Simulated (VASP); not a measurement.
# MoS2 in VASP: notebook, part 2 of 3

VASP 6.6.1.

### Step 4. Single point, r2SCAN (epitaxial xy strain +1.0%)

Input file POSCAR:

```
MoS2
1.0
    1.6034666397      0.9257618961      6.1629699886
   -1.6034666397      0.9257618961      6.1629699886
    0.0000000000     -1.8515237922      6.1629699886
Mo S
1 2
Direct
   -0.0000156516     -0.0000156516     -0.0000156516
    0.4168798839      0.4168798839      0.4168798839
    0.2498024345      0.2498024345      0.2498024345
```

Input file INCAR.step1:

```
SYSTEM = MoS2
PREC = Accurate
ENCUT = 520
ISMEAR = 0
SIGMA = 0.01
LREAL = .False.
LASPH = .True.
NELM = 60
NBANDS = 20
GGA = PE
ALGO = Normal
EDIFF = 1E-4
LWAVE = .True.
LCHARG = .False.
```

Input file INCAR.step2:

```
SYSTEM = MoS2
PREC = Accurate
ENCUT = 520
EDIFF = 1E-6
ISMEAR = 0
SIGMA = 0.01
LREAL = .False.
LASPH = .True.
NELM = 60
ALGO = Normal
ISIF = 2
LWAVE = .False.
LCHARG = .False.
METAGGA = R2SCAN
LMIXTAU = .True.
NBANDS = 20
ISTART = 1
```

Input file KPOINTS:

```
Automatic mesh
0
Gamma
  10 10 10
  0 0 0
```

Potentials or basis: VASP PAW PBE potentials, release 64 (Mo_sv, S).

On the command line:

```
$ cat potpaw_PBE.64/Mo_sv/POTCAR potpaw_PBE.64/S/POTCAR > POTCAR
$ cp INCAR.step1 INCAR
$ mpirun -np 1 vasp_std > vasp.out
$ cp INCAR.step2 INCAR
$ mpirun -np 1 vasp_std > vasp.out
```

OUTCAR:

```text
SYSTEM = MoS2
   PREC = Accurate
   ENCUT = 520
   EDIFF = 1E-6
   ISMEAR = 0
   LREAL = .False.
   LASPH = .True.
   NELM = 60
   ISIF = 2
   METAGGA = R2SCAN
   ISTART = 1

 ion  position               nearest neighbor table
   1  1.000  1.000  1.000-   3 2.41   3 2.41   3 2.41   2 2.41   2 2.41   2 2.41
   2  0.417  0.417  0.417-   1 2.41   1 2.41   1 2.41
   3  0.250  0.250  0.250-   1 2.41   1 2.41   1 2.41

  LATTYP: Found a trigonal (rhomboedric) cell.
 ALAT       =     6.4350865910
 COS(alpha) =     0.8758230287

  Lattice vectors:

 A1 = (   1.6034666397,   0.9257618961,   6.1629699886)
 A2 = (  -1.6034666397,   0.9257618961,   6.1629699886)
 A3 = (   0.0000000000,  -1.8515237922,   6.1629699886)

Analysis of symmetry for initial positions (statically):
=====================================================================
 Subroutine PRICEL returns:
 Original cell was already a primitive cell.

 Routine SETGRP: Setting up the symmetry group for a
 trigonal (rhombohedral) supercell.

 Subroutine GETGRP returns: Found  6 space group operations
 (whereof  6 operations were pure point group operations)
 out of a pool of 12 trial point group operations.

The static configuration has the point symmetry C_3v.

Analysis of symmetry for dynamics (positions and initial velocities):
=====================================================================
 Subroutine PRICEL returns:
 Original cell was already a primitive cell.

 Routine SETGRP: Setting up the symmetry group for a
 trigonal (rhombohedral) supercell.

 Subroutine GETGRP returns: Found  6 space group operations
 (whereof  6 operations were pure point group operations)
 out of a pool of 12 trial point group operations.

The dynamic configuration has the point symmetry C_3v.

 Subroutine INISYM returns: Found  6 space group operations
 (whereof  6 operations are pure point group operations),
 and found     1 'primitive' translations

----------------------------------------------------------------------------------------

                                     Primitive cell

  volume of cell :      54.8909

  direct lattice vectors                    reciprocal lattice vectors
     1.603466640  0.925761896  6.162969989     0.311824386  0.180031893  0.054086477
    -1.603466640  0.925761896  6.162969989    -0.311824386  0.180031893  0.054086477
     0.000000000 -1.851523792  6.162969989     0.000000000 -0.360063786  0.054086477

  length of vectors
     6.435086591  6.435086591  6.435086591     0.364103388  0.364103388  0.364103388

  position of ions in fractional coordinates (direct lattice)
     0.999984348  0.999984348  0.999984348
     0.416879884  0.416879884  0.416879884
     0.249802434  0.249802434  0.249802434

  ion indices of the primitive-cell ions
   primitive index   ion index
                 1           1
                 2           2
                 3           3

----------------------------------------------------------------------------------------

 KPOINTS: Automatic mesh

Automatic generation of k-mesh.
 Grid dimensions read from file:
 generate k-points for:   10   10   10

 Generating k-lattice:

  Cartesian coordinates                     Fractional coordinates (reciprocal lattice)
     0.031182439  0.018003189  0.005408648     0.100000000  0.000000000 -0.000000000
    -0.031182439  0.018003189  0.005408648     0.000000000  0.100000000 -0.000000000
     0.000000000 -0.036006379  0.005408648    -0.000000000 -0.000000000  0.100000000

  Length of vectors
     0.036410339  0.036410339  0.036410339

  Shift w.r.t. Gamma in fractional coordinates (k-lattice)
     0.000000000  0.000000000  0.000000000

 Subroutine IBZKPT returns following result:
 ===========================================

 Found    116 irreducible k-points:

 Following reciprocal coordinates:
            Coordinates               Weight
  0.000000  0.000000  0.000000      1.000000
  0.100000  0.000000  0.000000      6.000000
  0.200000  0.000000  0.000000      6.000000
  0.300000 -0.000000 -0.000000      6.000000
  0.400000  0.000000 -0.000000      6.000000
  0.500000  0.000000  0.000000      3.000000
[... 16 lines left out ...]
  0.300000  0.300000  0.000000      6.000000
  0.400000  0.300000 -0.000000     12.000000
 [... further k-points ...]
   k-points           NKPTS =    116   k-points in BZ     NKDIM =    116   number of bands    NBANDS=     20
   number of dos      NEDOS =    301   number of ions     NIONS =      3
   total plane-waves  NPLWV = 110592
   dimension x,y,z NGX =    48 NGY =   48 NGZ =   48
   dimension x,y,z NGXF=    96 NGYF=   96 NGZF=   96
   ions per type =               1   2
   NGX,Y,Z   is equivalent  to a cutoff of  12.40, 12.40, 12.40 a.u.
   NGXF,Y,Z  is equivalent  to a cutoff of  24.80, 24.80, 24.80 a.u.
 SYSTEM =  MoS2
   PREC   = accura    normal or accurate (medium, high low for compatibility)
   ISTART =      1    job   : 0-new  1-cont  2-samecut
   ICHARG =      0    charge: 1-file 2-atom 10-const
   ISPIN  =      1    spin polarized calculation?
   LNONCOLLINEAR =      F non collinear calculations
   LSORBIT =      F    spin-orbit coupling
   LASPH  =      T    aspherical Exc in radial PAW
   ENCUT  =  520.0 eV  38.22 Ry    6.18 a.u.  11.96 11.96 11.96*2*pi/ulx,y,z
   NELM   =     60;   NELMIN=  2; NELMDL=  0     # of ELM steps
   EDIFF  = 0.1E-05   stopping-criterion for ELM
   LREAL  =      F    real-space projection
   EDIFFG = 0.1E-04   stopping-criterion for IOM
   NSW    =      0    number of steps for IOM
   IBRION =     -1    ionic relax: 0-MD 1-quasi-New 2-CG
   NFREE  =      0    steps in history (QN), initial steepest desc. (CG)
   ISIF   =      2    stress and relaxation
   ISYM   =      2    0-nonsym 1-usesym 2-fastsym
   POTIM  = 0.5000    time-step for ionic-motion
   TEBEG  =    0.0;   TEEND  =   0.0 temperature during run
   PSTRESS=    0.0 pullay stress
   NELECT =      26.0000    total number of electrons
   NUPDOWN=      -1.0000    fix difference up-down
   EMIN   =  10.00;   EMAX   =-10.00  energy-range for DOS
   EFERMI =   0.00;   METHOD = LEGACY
   ISMEAR =     0;   SIGMA  =   0.01  broadening in eV -4-tet -1-fermi 0-gaus
   EFERMI_NEDOS =   21; number of points for ismear=-14 and -15
   IALGO  =     38    algorithm
   IMIX   =      4    mixing-type and parameters
     AMIX     =   0.40;   BMIX     =  1.00
     AMIX_MAG =   1.60;   BMIX_MAG =  1.00
  volume/ion in A,a.u.               =      18.30       123.47
  Fermi-wavevector in a.u.,A,eV,Ry     =   1.276142  2.411559 22.157620  1.628539
  Thomas-Fermi vector in A             =   2.408815
   LORBIT       =      0    0 simple, 1 ext, 2 COOP (PROOUT), +10 PAW based schemes
   METAGGA = R2SCAN    functional components
   LHFCALC =     F    Hartree Fock is set to
   AEXX    =    0.0000 exact exchange contribution
   IVDW    =     0    specifies the selected vdW correction
   LEPSILON=     F    determine dielectric tensor
   LRPA    =     F    only Hartree local field effects (RPA)
 non-spin polarized calculation
 Gauss-broadening in eV      SIGMA  =   0.01
  energy-cutoff  :      520.00
  volume of cell :       54.89
 maximum number of plane-waves:      1500
   NGX = 23   NGY = 23   NGZ = 23

 number of electron      25.9999997 magnetization

 Free energy of the ion-electron system (eV)
  ---------------------------------------------------
  ext. energy  EPLUGINS =         0.00000000
  ---------------------------------------------------
  free energy    TOTEN  =       -45.02590630 eV

  energy without entropy =      -45.02590630  energy(sigma->0) =      -45.02590630

 E-fermi :   7.2558     XC(G=0): -11.3501

 val. band max:        7.2024682811   @ k =   0.5000   0.5000   0.5000
 cond. band min:       8.1618255545   @ k =  -0.3000   0.3000   0.0000
 fundamental gap:      0.9593572734
 Fermi energy:         7.2558282055

 k-point     1 :       0.0000    0.0000    0.0000
  band No.  band energies     occupation
      1     -56.4335      2.00000
      2     -29.8323      2.00000
      3     -29.6500      2.00000
      4     -29.6500      2.00000
      5      -8.4773      2.00000
      6      -6.7341      2.00000
[... 12 lines left out ...]
     19      15.7846      0.00000
     20      16.1856      0.00000
[... 507 lines left out ...]
 k-point    24 :       0.4000    0.3000   -0.0000
  band No.  band energies     occupation
      1     -56.4023      2.00000
      2     -29.9435      2.00000
      3     -29.7689      2.00000
      4     -29.7367      2.00000
      5      -6.9025      2.00000
      6      -6.3694      2.00000
[... 12 lines left out ...]
     19      15.2207      0.00000
     20      16.1580      0.00000

 [... further k-points ...]
[... 5 lines left out ...]
  --------------------------------------------------------------------------------------
  -------------------------------------------------------------------------------------
  Total       -0.5278777     -0.5278777      0.3413862      0.0000000      0.0000000      0.0000000
  in kB      -15.4078982    -15.4078982      9.9645120      0.0000000      0.0000000      0.0000000
  external PRESSURE =      -6.9504281 kB  Pullay stress =       0.0000000 kB

 VOLUME and BASIS-vectors are now :
 -----------------------------------------------------------------------------
  energy-cutoff  :      520.00
  volume of cell :       54.89
      direct lattice vectors                 reciprocal lattice vectors
     1.603466640  0.925761896  6.162969989     0.311824386  0.180031893  0.054086477
    -1.603466640  0.925761896  6.162969989    -0.311824386  0.180031893  0.054086477
     0.000000000 -1.851523792  6.162969989     0.000000000 -0.360063786  0.054086477

 POSITION                                       TOTAL-FORCE (eV/Angst)
 -----------------------------------------------------------------------------------
      0.00000      0.00000     18.48862         0.000000     -0.000000      0.000465
      0.00000      0.00000      7.70765         0.000000      0.000000     -0.051957
      0.00000      0.00000      4.61857         0.000000      0.000000      0.051492
 -----------------------------------------------------------------------------------
    total drift:                                0.000000      0.000000     -0.000090

  FREE ENERGIE OF THE ION-ELECTRON SYSTEM (eV)
  ---------------------------------------------------
  free  energy   TOTEN  =       -45.0259062982 eV

  energy  without entropy=      -45.0259062982  energy(sigma->0) =      -45.02590630
```

Wall time 29 min (1 thread of Intel Xeon 8259CL, shared host); peak memory 0.43 GiB.

What came out:

- Free energy: -45.0259 eV
- Pressure: -0.7 GPa
- Largest force: 0.052 eV/Å
- Band gap on the k mesh: 0.96 eV (least direct gap 1.94 eV)

Forces on the atoms (eV/Å):
```
Mo   0.000  0.000  0.000
S    0.000  0.000 -0.052
S    0.000  0.000  0.051
```

Levels at points of the mesh, in eV from the valence-band top:
```csv
k point,band 9,band 10,band 11,band 12,band 13,band 14,band 15,band 16,band 17,band 18
"(0.00, 0.00, 0.00)",-3.66,-2.54,-2.54,-1.33,-1.10,2.01,2.01,2.41,2.41,5.77
"(0.50, 0.00, 0.00)",-5.19,-4.25,-2.47,-1.92,-1.53,1.51,1.95,3.50,3.59,5.54
"(0.50, 0.50, 0.00)",-4.89,-4.17,-3.03,-2.10,-1.38,1.46,2.06,3.14,3.92,6.32
"(0.50, 0.50, 0.50)",-3.68,-3.56,-2.51,-2.51,0.00,2.10,2.10,2.27,2.27,5.87
```

Caveat: the cell differs from its parent crystal (epitaxial xy strain +1.0%); the PAW data sets were made with another functional, which shifts forces and pressure a little. A k mesh can miss the band edges.

### Step 5. Single point, r2SCAN (strain +1.0%)

Input file POSCAR:

```
MoS2
1.0
    1.6034666397      0.9257618961      6.2558790839
   -1.6034666397      0.9257618961      6.2558790839
    0.0000000000     -1.8515237922      6.2558790839
Mo S
1 2
Direct
   -0.0000124038     -0.0000124038     -0.0000124038
    0.4157031026      0.4157031026      0.4157031026
    0.2509759679      0.2509759679      0.2509759679
```

Input file INCAR.step1:

```
PREC = Accurate
ENCUT = 520
ISMEAR = 0
SIGMA = 0.01
LREAL = False
LASPH = True
NELM = 80
NBANDS = 20
GGA = PE
ALGO = Normal
EDIFF = 1E-4
LWAVE = True
LCHARG = False
```

Input file INCAR.step2:

```
PREC = Accurate
ENCUT = 520
EDIFF = 1E-6
ISMEAR = 0
SIGMA = 0.01
LREAL = False
LASPH = True
NELM = 80
ALGO = Normal
ISIF = 2
LWAVE = False
LCHARG = True
METAGGA = R2SCAN
LMIXTAU = True
LELF = True
LVHAR = True
NBANDS = 20
ISTART = 1
```

Input file KPOINTS:

```
Automatic mesh
0
Gamma
  10 10 10
```

On the command line:

```
$ cat potpaw_PBE.64/Mo_sv/POTCAR potpaw_PBE.64/S/POTCAR > POTCAR
$ cp INCAR.step1 INCAR
$ mpirun -np 1 vasp_std > vasp.out
$ cp INCAR.step2 INCAR
$ mpirun -np 1 vasp_std > vasp.out
```

Wall time 48 min (1 thread of Intel Xeon 8259CL, shared host); peak memory 0.46 GiB.

The run converged. Its results:

```yaml
Free_energy: -45.0320 eV
Pressure: -1.0 GPa
Largest_force: 0.047 eV/Å
Band_gap_on_the_k_mesh: 1.02 eV (least direct gap 1.95 eV)
```

Forces on the atoms (eV/Å):
```
Mo   0.000  0.000  0.001
S    0.000  0.000 -0.047
S    0.000  0.000  0.046
```

Stress tensor (GPa, compression positive):
```
-1.68  0.00  0.00
 0.00 -1.68  0.00
 0.00  0.00  0.44
```

Levels at points of the mesh, in eV from the valence-band top:
| k point | band 11 | band 12 | band 13 | band 14 | band 15 | band 16 |
| --- | --- | --- | --- | --- | --- | --- |
| (0.00, 0.00, 0.00) | -2.47 | -1.39 | -1.03 | 2.08 | 2.08 | 2.45 |
| (0.50, 0.00, 0.00) | -2.44 | -1.87 | -1.46 | 1.56 | 2.01 | 3.59 |
| (0.50, 0.50, 0.00) | -2.94 | -2.02 | -1.32 | 1.52 | 2.11 | 3.21 |
| (0.50, 0.50, 0.50) | -2.45 | -2.45 | 0.00 | 2.16 | 2.16 | 2.34 |

Caveat: the cell differs from its parent crystal (strain +1.0%); the PAW data sets were made with another functional, which shifts forces and pressure a little. A k mesh can miss the band edges.

(Part 2 of 3 ends here.)
